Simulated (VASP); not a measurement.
Write the native input for VASP 6.6.1 that does the following.

* Task: single point
* Functional: PBE0
* Potentials or basis: VASP PAW PBE potentials, release 64 (Cd, Te)
* Cutoff: 520 eV
* k mesh: 4 × 4 × 4
* Occupations: gaussian, width 0.01 eV
* Spin: no spin polarisation
* Dipole correction: no
* Grid for exact exchange (PRECFOCK): Normal
* Further INCAR settings: ALGO = Normal; EDIFF = 1e-06; NBANDS = 16

The system is CdTe.

```xyz
2
Lattice="0.0000 3.2799 3.2799 3.2799 0.0000 3.2799 3.2799 3.2799 0.0000" Properties=species:S:1:pos:R:3 pbc="T T T"
Cd    0.0000    0.0000    0.0000
Te    1.6400    1.6400    1.6400
```

One way to write it, as run:

POSCAR

```
CdTe
1.0
    0.0000000000      3.2799012461      3.2799012461
    3.2799012461      0.0000000000      3.2799012461
    3.2799012461      3.2799012461      0.0000000000
Cd Te
1 1
Direct
    0.0000000000      0.0000000000      0.0000000000
    0.2500000000      0.2500000000      0.2500000000
```

INCAR.step1

```
ALGO = Normal
EDIFF = 1E-5
ENCUT = 520
GGA = PE
ISIF = 2
ISMEAR = 0
LASPH = True
LREAL = False
LWAVE = True
NBANDS = 16
NELM = 60
PREC = Accurate
SIGMA = 0.01
```

INCAR.step2

```
AEXX = 0.25
ALGO = Normal
EDIFF = 1E-6
ENCUT = 520
GGA = PE
ISIF = 2
ISMEAR = 0
ISTART = 1
LASPH = True
LCHARG = True
LELF = True
LHFCALC = True
LREAL = False
LVHAR = True
LWAVE = False
NBANDS = 16
NELM = 60
PREC = Accurate
PRECFOCK = Normal
SIGMA = 0.01
```

KPOINTS

```
k-points
0
Gamma
  4 4 4
```

Potentials or basis: VASP PAW PBE potentials, release 64 (Cd, Te).

Command:

```bash
$ cat potpaw_PBE.64/Cd/POTCAR potpaw_PBE.64/Te/POTCAR > POTCAR
$ cp INCAR.step1 INCAR
$ mpirun -np 1 vasp_std > vasp.out
$ cp INCAR.step2 INCAR
$ mpirun -np 1 vasp_std > vasp.out
```

It gave:

* Pressure: 0.0 GPa
* Band gap on the k mesh: 2.12 eV, direct

Caveat: the PAW data sets were made with another functional, which shifts forces and pressure a little; spin-orbit coupling is left out, which moves the levels of the heavy elements.

Wall time 4.5 min on 1 thread of Intel(R) Xeon(R) 6975P-C (Granite Rapids), on a shared host, peak memory 0.22 GiB.
